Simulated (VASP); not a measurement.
# Cu in VASP: single point with r2SCAN

Aim: the single point of Cu with r2SCAN.

Program: VASP 6.6.1. These are calculated values, not measurements. Logs are shortened: lines on timing, memory, paths and dates and some standing lists are left out, and cuts for length are marked.

## 1. The cell of the first run

The cell holds a slab with vacuum, 4 atoms: a = 2.531 Å, b = 2.531 Å, c = 23.195 Å, α = 90.00°, β = 90.00°, γ = 120.00°.

## 2. Single point, r2SCAN

Contents of POSCAR:

```
Cu
1.0
    2.5305027254      0.0000000000      0.0000000000
   -1.2652513627      2.1914796445      0.0000000000
    0.0000000000      0.0000000000     23.1947833401
Cu
4
Direct
    0.6666666667      0.3333333333      0.3664617115
    0.3333333333      0.6666666667      0.4554872372
    0.6666666667      0.3333333333      0.5437273089
    0.3333333333      0.6666666667      0.6318020989
```

Contents of INCAR.step1:

```
SYSTEM = Cu
  ALGO = Normal
  DIPOL = 0.5 0.5 0.499
  EDIFF = 1E-4
  ENCUT = 520
  GGA = PE
  IDIPOL = 3
  ISMEAR = 0
  LASPH = .True.
  LCHARG = .False.
  LDIPOL = .True.
  LREAL = .False.
  LWAVE = .True.
  NBANDS = 30
  NELM = 60
  PREC = Accurate
  SIGMA = 0.1
```

Contents of INCAR.step2:

```
SYSTEM = Cu
  ALGO = Normal
  DIPOL = 0.5 0.5 0.499
  EDIFF = 1E-6
  ENCUT = 520
  IDIPOL = 3
  ISIF = 2
  ISMEAR = 0
  ISTART = 1
  LASPH = .True.
  LCHARG = .False.
  LDIPOL = .True.
  LMIXTAU = .True.
  LREAL = .False.
  LWAVE = .False.
  METAGGA = R2SCAN
  NBANDS = 30
  NELM = 60
  PREC = Accurate
  SIGMA = 0.1
```

Contents of KPOINTS:

```
k-points
0
Gamma
  12 12 1
  0 0 0
```

Potentials or basis: VASP PAW PBE potentials, release 64 (Cu).

Run with:

```sh
> cat potpaw_PBE.64/Cu/POTCAR > POTCAR
> cp INCAR.step1 INCAR
> mpirun -np 1 vasp_std > vasp.out
> cp INCAR.step2 INCAR
> mpirun -np 1 vasp_std > vasp.out
```

OUTCAR:

```text
SYSTEM = Cu
   EDIFF = 1E-6
   ENCUT = 520
   ISIF = 2
   ISMEAR = 0
   ISTART = 1
   LASPH = .True.
   LREAL = .False.
   METAGGA = R2SCAN
   NELM = 60
   PREC = Accurate

 ion  position               nearest neighbor table
   1  0.667  0.333  0.366-   2 2.53   2 2.53   2 2.53
   2  0.333  0.667  0.455-   3 2.51   3 2.51   3 2.51   1 2.53   1 2.53   1 2.53
   3  0.667  0.333  0.544-   4 2.51   4 2.51   4 2.51   2 2.51   2 2.51   2 2.51
   4  0.333  0.667  0.632-   3 2.51   3 2.51   3 2.51

  LATTYP: Found a hexagonal cell.
 ALAT       =     2.5305027254
 C/A-ratio  =     9.1660772017

  Lattice vectors:

 A1 = (   2.5305027254,   0.0000000000,   0.0000000000)
 A2 = (  -1.2652513627,   2.1914796445,   0.0000000000)
 A3 = (   0.0000000000,   0.0000000000,  23.1947833401)

Analysis of symmetry for initial positions (statically):
=====================================================================
 Subroutine PRICEL returns:
 Original cell was already a primitive cell.

 Routine SETGRP: Setting up the symmetry group for a
 hexagonal supercell.

 Subroutine GETGRP returns: Found  6 space group operations
 (whereof  6 operations were pure point group operations)
 out of a pool of 24 trial point group operations.

The static configuration has the point symmetry C_3v.

Analysis of symmetry for dynamics (positions and initial velocities):
=====================================================================
 Subroutine PRICEL returns:
 Original cell was already a primitive cell.

 Routine SETGRP: Setting up the symmetry group for a
 hexagonal supercell.

 Subroutine GETGRP returns: Found  6 space group operations
 (whereof  6 operations were pure point group operations)
 out of a pool of 24 trial point group operations.

The dynamic configuration has the point symmetry C_3v.

 Subroutine INISYM returns: Found  6 space group operations
 (whereof  6 operations are pure point group operations),
 and found     1 'primitive' translations

----------------------------------------------------------------------------------------

                                     Primitive cell

  volume of cell :     128.6277

  direct lattice vectors                    reciprocal lattice vectors
[... 87 lines left out ...]
   EDIFFG = 0.1E-04   stopping-criterion for IOM
   NSW    =      0    number of steps for IOM
   IBRION =     -1    ionic relax: 0-MD 1-quasi-New 2-CG
   NFREE  =      0    steps in history (QN), initial steepest desc. (CG)
   ISIF   =      2    stress and relaxation
   ISYM   =      2    0-nonsym 1-usesym 2-fastsym
   POTIM  = 0.5000    time-step for ionic-motion
   TEBEG  =    0.0;   TEEND  =   0.0 temperature during run
   PSTRESS=    0.0 pullay stress
   NELECT =      44.0000    total number of electrons
   NUPDOWN=      -1.0000    fix difference up-down
   EMIN   =  10.00;   EMAX   =-10.00  energy-range for DOS
   EFERMI =   0.00;   METHOD = LEGACY
   ISMEAR =     0;   SIGMA  =   0.10  broadening in eV -4-tet -1-fermi 0-gaus
   EFERMI_NEDOS =   21; number of points for ismear=-14 and -15
   IALGO  =     38    algorithm
   IMIX   =      4    mixing-type and parameters
     AMIX     =   0.40;   BMIX     =  1.00
     AMIX_MAG =   1.60;   BMIX_MAG =  1.00
  volume/ion in A,a.u.               =      32.16       217.01
  Fermi-wavevector in a.u.,A,eV,Ry     =   1.144935  2.163614 17.835556  1.310876
  Thomas-Fermi vector in A             =   2.281625
   LORBIT       =      0    0 simple, 1 ext, 2 COOP (PROOUT), +10 PAW based schemes
   METAGGA = R2SCAN    functional components
   LHFCALC =     F    Hartree Fock is set to
   AEXX    =    0.0000 exact exchange contribution
   IVDW    =     0    specifies the selected vdW correction
   LEPSILON=     F    determine dielectric tensor
   LRPA    =     F    only Hartree local field effects (RPA)
 non-spin polarized calculation
 Gauss-broadening in eV      SIGMA  =   0.10
  energy-cutoff  :      520.00
  volume of cell :      128.63
 maximum number of plane-waves:      3507
 NGX is ok and might be reduce to    20
   NGX =  9   NGY =  9   NGZ = 87

 dipolmoment           0.000000      0.000000      0.002563 electrons x Angstroem

 number of electron      43.9999973 magnetization

 dipolmoment           0.000000      0.000000     -0.000352 electrons x Angstroem

 Free energy of the ion-electron system (eV)
  ---------------------------------------------------
  ext. energy  EPLUGINS =         0.00000000
  ---------------------------------------------------
  free energy    TOTEN  =       -42.21976609 eV

  energy without entropy =      -42.21122475  energy(sigma->0) =      -42.21549542

 E-fermi :  -0.2952     XC(G=0):  -5.6649

 val. band max:       -0.3153327013   @ k =   0.1667   0.0000   0.0000
 cond. band min:      -0.2390785426   @ k =   0.5000   0.0000   0.0000
 fundamental gap:      0.0762541587
 Fermi energy:        -0.2951953058

 k-point     1 :       0.0000    0.0000    0.0000
  band No.  band energies     occupation
      1      -9.7147      2.00000
      2      -8.3584      2.00000
      3      -6.6136      2.00000
      4      -5.7292      2.00000
      5      -3.5215      2.00000
      6      -3.5126      2.00000
[... 616 lines left out ...]
     29       7.6015      0.00000
     30       8.9208      0.00000

------------------------ aborting loop because EDIFF is reached ----------------------------------------

 vacuum level on the upper side and lower side of the slab       (xc-potential included)        -0.048        -0.036

  FORCE on cell =-STRESS in cart. coord.  units (eV):
  Direction    XX          YY          ZZ          XY          YZ          ZX
  --------------------------------------------------------------------------------------
  -------------------------------------------------------------------------------------
  Total       -0.9860134     -0.9860134     -0.0447576     -0.0000000      0.0000000     -0.0000000
  in kB      -12.2817103    -12.2817103     -0.5574978     -0.0000000      0.0000000     -0.0000000
  external PRESSURE =      -8.3736395 kB  Pullay stress =       0.0000000 kB

 VOLUME and BASIS-vectors are now :
 -----------------------------------------------------------------------------
  energy-cutoff  :      520.00
  volume of cell :      128.63
      direct lattice vectors                 reciprocal lattice vectors
     2.530502725  0.000000000  0.000000000     0.395178393  0.228156351  0.000000000
    -1.265251363  2.191479645  0.000000000     0.000000000  0.456312703  0.000000000
     0.000000000  0.000000000 23.194783340     0.000000000  0.000000000  0.043113143

 POSITION                                       TOTAL-FORCE (eV/Angst)
 -----------------------------------------------------------------------------------
      1.26525      0.73049      8.50000         0.000000      0.000000      0.056228
     -0.00000      1.46099     10.56493        -0.000000      0.000000     -0.083338
      1.26525      0.73049     12.61164         0.000000     -0.000000     -0.001897
     -0.00000      1.46099     14.65451        -0.000000     -0.000000      0.029006
 -----------------------------------------------------------------------------------
    total drift:                                0.000001     -0.000000     -0.018778

  FREE ENERGIE OF THE ION-ELECTRON SYSTEM (eV)
  ---------------------------------------------------
  free  energy   TOTEN  =       -42.2197660906 eV

  energy  without entropy=      -42.2112247481  energy(sigma->0) =      -42.21549542

 vacuum level on the upper side and lower side of the slab         4.492         4.503
```

OUTCAR.step1:

```text
SYSTEM = Cu
   EDIFF = 1E-4
   ENCUT = 520
   GGA = PE
   ISMEAR = 0
   LASPH = .True.
   LREAL = .False.
   NELM = 60
[... 854 lines left out ...]
      1.26525      0.73049     12.61164         0.000000     -0.000000      0.002163
     -0.00000      1.46099     14.65451        -0.000000      0.000000      0.275741
 -----------------------------------------------------------------------------------
    total drift:                                0.000000      0.000000      0.006037

  FREE ENERGIE OF THE ION-ELECTRON SYSTEM (eV)
  ---------------------------------------------------
  free  energy   TOTEN  =       -13.9621951522 eV

  energy  without entropy=      -13.9533640832  energy(sigma->0) =      -13.95777962

 vacuum level on the upper side and lower side of the slab         4.588         4.597
```

It took 11 min on 1 thread of Intel Xeon 6975P-C, shared host; peak memory 0.3 GiB.

Results:

- Free energy: -42.2198 eV
- Largest force: 0.083 eV/Å
- Band gap on the k mesh: zero (band 22 reaches 3.66 eV, above the bottom of band 23 at -2.05 eV)

Forces in eV/Å, atoms in the order of the input:
```
Cu   0.000  0.000  0.056
Cu   0.000  0.000 -0.083
Cu   0.000  0.000 -0.002
Cu   0.000  0.000  0.029
```

Levels at points of the mesh, in eV from the Fermi level:
| k point | band 18 | band 19 | band 20 | band 21 | band 22 | band 23 | band 24 | band 25 | band 26 | band 27 |
| --- | --- | --- | --- | --- | --- | --- | --- | --- | --- | --- |
| (0.00, 0.00, 0.00) | -2.07 | -2.07 | -1.81 | -1.81 | -1.76 | -1.76 | -1.27 | -0.24 | 4.56 | 4.73 |
| (0.50, 0.00, 0.00) | -1.60 | -1.48 | -1.47 | 0.06 | 0.42 | 1.34 | 1.74 | 5.33 | 5.52 | 6.93 |

Caveat: the PAW data sets were made with another functional, which shifts forces and pressure a little.
